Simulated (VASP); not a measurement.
# Si2NF2 (P6/mmm) in VASP: single point with PBE

Aim: the single point of Si2NF2 with PBE.

Program: VASP 6.6.1. These are calculated values, not measurements. Logs are shortened: lines on timing, memory, paths and dates and some standing lists are left out, and cuts for length are marked.

### 1 The cell of the first run

Symmetry: P6/mmm, No. 191, hexagonal system. The conventional cell has a = 3.475 Å, b = 3.475 Å, c = 5.951 Å, α = 90.00°, β = 90.00°, γ = 120.00°. Within 2.7 Å of Si (site symmetry -6m2) lie 3 Si at 2.01 Å and 6 F at 2.16 Å. Within 2.9 Å of N (site symmetry 6/mmm) lie 2 F at 2.19 Å. F (site symmetry 6mm) has 1 F at 1.58 Å and 6 Si at 2.16 Å and 1 N at 2.19 Å within 2.2 Å.

The cell was generated, and may not be a known phase.

### 2 Single point, PBE

INCAR

```
SYSTEM = Si2NF2
PREC = Accurate ; ENCUT = 600
EDIFF = 1E-6 ; ISMEAR = 0
SIGMA = 0.1 ; LREAL = .False.
LASPH = .True. ; NELM = 120
ALGO = Normal ; ISIF = 2
LWAVE = .False. ; LCHARG = .True.
GGA = PE ; LELF = .True.
LVHAR = .True. ; NBANDS = 22
GGA_COMPAT = .False.
```

KPOINTS

```
Automatic mesh
0
Gamma
  6 6 4
  0 0 0
```

POSCAR

```
Si2NF2
1.0
    3.4747150200      0.0000000000      0.0000000000
   -1.7373575100      3.0091914700      0.0000000000
    0.0000000000      0.0000000000      5.9508334800
Si N F
2 1 2
Direct
    0.3333333300      0.6666666700      0.0000000000
    0.6666666700      0.3333333300      0.0000000000
    0.0000000000      0.0000000000      0.5000000000
    0.0000000000      0.0000000000      0.1326089400
    0.0000000000      0.0000000000      0.8673910600
```

Potentials or basis: VASP PAW PBE potentials, release 64 (Si, N, F).

On the command line:

```
> cat potpaw_PBE.64/Si/POTCAR potpaw_PBE.64/N/POTCAR potpaw_PBE.64/F/POTCAR > POTCAR
> mpirun -np 1 vasp_std > vasp.out
```

OUTCAR:

```text
SYSTEM = Si2NF2
   PREC = Accurate
   ENCUT = 600
   EDIFF = 1E-6
   ISMEAR = 0
   LREAL = .False.
   LASPH = .True.
   NELM = 120
   ISIF = 2
   GGA = PE

 ion  position               nearest neighbor table
   1  0.333  0.667  0.000-   2 2.01   2 2.01   2 2.01   5 2.16   4 2.16   5 2.16   4 2.16   5 2.16
                             4 2.16
   2  0.667  0.333  0.000-   1 2.01   1 2.01   1 2.01   5 2.16   4 2.16   4 2.16   5 2.16   4 2.16
                             5 2.16
   3  0.000  0.000  0.500-
   4  0.000  0.000  0.133-   5 1.58   2 2.16   1 2.16   1 2.16   2 2.16   2 2.16   1 2.16
   5  0.000  0.000  0.867-   4 1.58   2 2.16   1 2.16   1 2.16   2 2.16   2 2.16   1 2.16

  LATTYP: Found a hexagonal cell.
 ALAT       =     3.4747150200
 C/A-ratio  =     1.7126105150

  Lattice vectors:

 A1 = (   3.4747150200,   0.0000000000,   0.0000000000)
 A2 = (  -1.7373575100,   3.0091914700,   0.0000000000)
 A3 = (   0.0000000000,   0.0000000000,   5.9508334800)

Analysis of symmetry for initial positions (statically):
=====================================================================
 Subroutine PRICEL returns:
 Original cell was already a primitive cell.

 Routine SETGRP: Setting up the symmetry group for a
 hexagonal supercell.

 Subroutine GETGRP returns: Found 24 space group operations
 (whereof 24 operations were pure point group operations)
 out of a pool of 24 trial point group operations.

The static configuration has the point symmetry D_6h.

Analysis of symmetry for dynamics (positions and initial velocities):
=====================================================================
 Subroutine PRICEL returns:
 Original cell was already a primitive cell.

 Routine SETGRP: Setting up the symmetry group for a
 hexagonal supercell.

 Subroutine GETGRP returns: Found 24 space group operations
 (whereof 24 operations were pure point group operations)
 out of a pool of 24 trial point group operations.

The dynamic configuration has the point symmetry D_6h.

 Subroutine INISYM returns: Found 24 space group operations
 (whereof 24 operations are pure point group operations),
 and found     1 'primitive' translations

----------------------------------------------------------------------------------------

                                     Primitive cell

  volume of cell :      62.2224

  direct lattice vectors                    reciprocal lattice vectors
     3.474715020  0.000000000  0.000000000     0.287793386  0.166157589  0.000000000
    -1.737357510  3.009191470  0.000000000     0.000000000  0.332315178  0.000000000
     0.000000000  0.000000000  5.950833480     0.000000000  0.000000000  0.168043687

  length of vectors
     3.474715020  3.474715013  5.950833480     0.332315178  0.332315178  0.168043687

  position of ions in fractional coordinates (direct lattice)
     0.333333330  0.666666670  0.000000000
     0.666666670  0.333333330  0.000000000
     0.000000000  0.000000000  0.500000000
     0.000000000  0.000000000  0.132608940
     0.000000000  0.000000000  0.867391060

  ion indices of the primitive-cell ions
   primitive index   ion index
                 1           1
                 2           2
                 3           3
                 4           4
                 5           5

----------------------------------------------------------------------------------------

 KPOINTS: Automatic mesh

Automatic generation of k-mesh.
 Grid dimensions read from file:
 generate k-points for:    6    6    4

 Generating k-lattice:

  Cartesian coordinates                     Fractional coordinates (reciprocal lattice)
     0.047965564  0.027692932  0.000000000     0.166666667  0.000000000  0.000000000
     0.000000000  0.055385863  0.000000000     0.000000000  0.166666667  0.000000000
     0.000000000  0.000000000  0.042010922     0.000000000  0.000000000  0.250000000

  Length of vectors
     0.055385863  0.055385863  0.042010922

  Shift w.r.t. Gamma in fractional coordinates (k-lattice)
     0.000000000  0.000000000  0.000000000

 Subroutine IBZKPT returns following result:
 ===========================================

 Found     21 irreducible k-points:

 Following reciprocal coordinates:
            Coordinates               Weight
  0.000000  0.000000  0.000000      1.000000
  0.166667  0.000000  0.000000      6.000000
  0.333333  0.000000  0.000000      6.000000
  0.500000  0.000000  0.000000      3.000000
  0.166667  0.166667  0.000000      6.000000
  0.333333  0.166667  0.000000     12.000000
[... 13 lines left out ...]
  0.333333  0.166667  0.500000     12.000000
  0.333333  0.333333  0.500000      2.000000
   k-points           NKPTS =     21   k-points in BZ     NKDIM =     21   number of bands    NBANDS=     22
   number of dos      NEDOS =    301   number of ions     NIONS =      5
   total plane-waves  NPLWV =  37632
   dimension x,y,z NGX =    28 NGY =   28 NGZ =   48
   dimension x,y,z NGXF=    56 NGYF=   56 NGZF=   96
   ions per type =               2   1   2
   NGX,Y,Z   is equivalent  to a cutoff of  13.40, 13.40, 13.41 a.u.
   NGXF,Y,Z  is equivalent  to a cutoff of  26.79, 26.79, 26.82 a.u.
 SYSTEM =  Si2NF2
   PREC   = accura    normal or accurate (medium, high low for compatibility)
   ISTART =      0    job   : 0-new  1-cont  2-samecut
   ICHARG =      2    charge: 1-file 2-atom 10-const
   ISPIN  =      1    spin polarized calculation?
   LNONCOLLINEAR =      F non collinear calculations
   LSORBIT =      F    spin-orbit coupling
   LASPH  =      T    aspherical Exc in radial PAW
   ENCUT  =  600.0 eV  44.10 Ry    6.64 a.u.   6.94  6.94 11.89*2*pi/ulx,y,z
   NELM   =    120;   NELMIN=  2; NELMDL= -5     # of ELM steps
   EDIFF  = 0.1E-05   stopping-criterion for ELM
   LREAL  =      F    real-space projection
   EDIFFG = 0.1E-04   stopping-criterion for IOM
   NSW    =      0    number of steps for IOM
   IBRION =     -1    ionic relax: 0-MD 1-quasi-New 2-CG
   NFREE  =      0    steps in history (QN), initial steepest desc. (CG)
   ISIF   =      2    stress and relaxation
   ISYM   =      2    0-nonsym 1-usesym 2-fastsym
   POTIM  = 0.5000    time-step for ionic-motion
   TEBEG  =    0.0;   TEEND  =   0.0 temperature during run
   PSTRESS=    0.0 pullay stress
   NELECT =      27.0000    total number of electrons
   NUPDOWN=      -1.0000    fix difference up-down
   EMIN   =  10.00;   EMAX   =-10.00  energy-range for DOS
   EFERMI =   0.00;   METHOD = LEGACY
   ISMEAR =     0;   SIGMA  =   0.10  broadening in eV -4-tet -1-fermi 0-gaus
   EFERMI_NEDOS =   21; number of points for ismear=-14 and -15
   IALGO  =     38    algorithm
   IMIX   =      4    mixing-type and parameters
     AMIX     =   0.40;   BMIX     =  1.00
     AMIX_MAG =   1.60;   BMIX_MAG =  1.00
  volume/ion in A,a.u.               =      12.44        83.98
  Fermi-wavevector in a.u.,A,eV,Ry     =   1.239407  2.342139 20.900301  1.536129
  Thomas-Fermi vector in A             =   2.373891
   LORBIT       =      0    0 simple, 1 ext, 2 COOP (PROOUT), +10 PAW based schemes
   GGA     = PE    functional components
   LHFCALC =     F    Hartree Fock is set to
   AEXX    =    0.0000 exact exchange contribution
   IVDW    =     0    specifies the selected vdW correction
   LEPSILON=     F    determine dielectric tensor
   LRPA    =     F    only Hartree local field effects (RPA)
 non-spin polarized calculation
 Gauss-broadening in eV      SIGMA  =   0.10
  energy-cutoff  :      600.00
  volume of cell :       62.22
 maximum number of plane-waves:      2087
 NGX is ok and might be reduce to    28
   NGX = 13   NGY = 13   NGZ = 23

 number of electron      27.0000016 magnetization

 Free energy of the ion-electron system (eV)
  ---------------------------------------------------
  ext. energy  EPLUGINS =         0.00000000
  ---------------------------------------------------
  free energy    TOTEN  =        -9.55360325 eV

  energy without entropy =       -9.51799868  energy(sigma->0) =       -9.53580096

 E-fermi :   4.5895     XC(G=0):  -9.8338

 val. band max:        4.5862876280   @ k =   0.3333   0.0000   0.0000
 cond. band min:       4.5986022519   @ k =   0.3333   0.0000   0.2500
 fundamental gap:      0.0123146239
 Fermi energy:         4.5894897135

 k-point     1 :       0.0000    0.0000    0.0000
  band No.  band energies     occupation
      1     -23.9957      2.00000
      2     -19.6375      2.00000
      3      -8.0950      2.00000
      4      -5.8773      2.00000
      5      -5.1729      2.00000
      6      -5.1729      2.00000
[... 14 lines left out ...]
     21      13.5081      0.00000
     22      13.9523      0.00000

 k-point     2 :       0.1667    0.0000    0.0000
  band No.  band energies     occupation
      1     -23.9384      2.00000
      2     -19.6100      2.00000
      3      -8.0143      2.00000
      4      -7.2352      2.00000
      5      -5.3929      2.00000
      6      -4.5971      2.00000
[... 14 lines left out ...]
     21      13.8357      0.00000
     22      14.1095      0.00000

 k-point     3 :       0.3333    0.0000    0.0000
  band No.  band energies     occupation
      1     -23.8208      2.00000
      2     -19.5544      2.00000
      3      -8.4515      2.00000
      4      -7.8353      2.00000
      5      -5.7751      2.00000
      6      -4.4665      2.00000
[... 14 lines left out ...]
     21      14.5004      0.00000
     22      14.7518      0.00000
[... 401 lines left out ...]
 k-point    20 :       0.3333    0.1667    0.5000
  band No.  band energies     occupation
      1     -23.7591      2.00000
      2     -19.5358      2.00000
      3      -8.5804      2.00000
      4      -7.3124      2.00000
      5      -6.7155      2.00000
      6      -5.2564      2.00000
[... 14 lines left out ...]
     21      13.9926      0.00000
     22      16.0662      0.00000

 k-point    21 :       0.3333    0.3333    0.5000
  band No.  band energies     occupation
      1     -23.7293      2.00000
      2     -19.5216      2.00000
      3      -7.9603      2.00000
      4      -7.9603      2.00000
      5      -7.2666      2.00000
      6      -5.2290      2.00000
[... 14 lines left out ...]
     21      15.4919      0.00000
     22      15.5455      0.00000

------------------------ aborting loop because EDIFF is reached ----------------------------------------

  FORCE on cell =-STRESS in cart. coord.  units (eV):
  Direction    XX          YY          ZZ          XY          YZ          ZX
  --------------------------------------------------------------------------------------
  -------------------------------------------------------------------------------------
  Total       34.7212638     34.7212636     21.8784648      0.0000000     -0.0000000      0.0000000
  in kB      894.0448275    894.0448226    563.3530063      0.0000000     -0.0000000      0.0000000
  external PRESSURE =     783.8142188 kB  Pullay stress =       0.0000000 kB

 VOLUME and BASIS-vectors are now :
 -----------------------------------------------------------------------------
  energy-cutoff  :      600.00
  volume of cell :       62.22
      direct lattice vectors                 reciprocal lattice vectors
     3.474715020  0.000000000  0.000000000     0.287793386  0.166157589  0.000000000
    -1.737357510  3.009191470  0.000000000     0.000000000  0.332315178  0.000000000
     0.000000000  0.000000000  5.950833480     0.000000000  0.000000000  0.168043687

 POSITION                                       TOTAL-FORCE (eV/Angst)
 -----------------------------------------------------------------------------------
     -0.00000      2.00613      0.00000        -0.000000      0.000000      0.000000
      1.73736      1.00306      0.00000         0.000000     -0.000000      0.000000
      0.00000      0.00000      2.97542        -0.000000     -0.000000      0.000000
      0.00000      0.00000      0.78913        -0.000000      0.000000     15.755964
      0.00000      0.00000      5.16170         0.000000      0.000000    -15.755964
 -----------------------------------------------------------------------------------
    total drift:                               -0.000000     -0.000000     -0.000000

  FREE ENERGIE OF THE ION-ELECTRON SYSTEM (eV)
  ---------------------------------------------------
  free  energy   TOTEN  =        -9.5536032496 eV

  energy  without entropy=       -9.5179986784  energy(sigma->0) =       -9.53580096
```

Wall time 64 s (1 thread of Intel Xeon 8259CL, shared host); peak memory 0.2 GiB.

What came out:

| Quantity | Value |
| --- | --- |
| Free energy | -9.5536 eV |
| Pressure | 78.4 GPa |
| Largest force | 15.756 eV/Å |
| Band gap on the k mesh | zero (an odd number of electrons rules out a gap without spin polarisation) |

Forces in eV/Å, atoms in the order of the input:
```
Si    0.000   0.000   0.000
Si    0.000   0.000   0.000
N     0.000   0.000   0.000
F     0.000   0.000  15.756
F     0.000   0.000 -15.756
```

Stress tensor (GPa, compression positive):
```
89.40  0.00  0.00
 0.00 89.40  0.00
 0.00  0.00 56.34
```

Caveat: the stress differs along the axes, from 56 to 89 GPa; an odd number of electrons without spin polarisation forces a metal; a magnetic or distorted state may lie lower.
